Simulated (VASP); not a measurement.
Pb, 1 atom in the cell. It takes space group Im-3m (No. 229, cubic). The conventional cell has a = 4.011 Å, b = 4.011 Å, c = 4.011 Å, α = 90.00°, β = 90.00°, γ = 90.00°. Within 4.6 Å of Pb (site symmetry m-3m) lie 14 Pb at 3.47 to 4.01 Å. This isn't the form of Pb at room conditions, which is fcc.

- Program: VASP 6.6.1
- Task: single point
- Functional: LDA
- Potentials or basis: VASP PAW LDA potentials, release 64 (Pb_d)
- Cutoff: 520 eV
- k mesh: 9 × 9 × 9
- Occupations: fermi-dirac, width 0.05 eV
- Spin: no spin polarisation
- Dipole correction: no
- Further INCAR settings: ALGO = Fast; EDIFF = 1e-07; NBANDS = 13

Potentials or basis: VASP PAW LDA potentials, release 64 (Pb_d).

Launch:

```console
$ cat potpaw_LDA.64/Pb_d/POTCAR > POTCAR
$ mpirun -np 1 vasp_std > vasp.out
```

Hardware: 1 thread of AMD EPYC 7R13, on a shared host.

Q: Estimate the wall time of this run.

A: Wall time 25 s on 1 thread of AMD EPYC 7R13 (shared host), peak memory 0.11 GiB. Counts: scf iterations 14, k points 35.
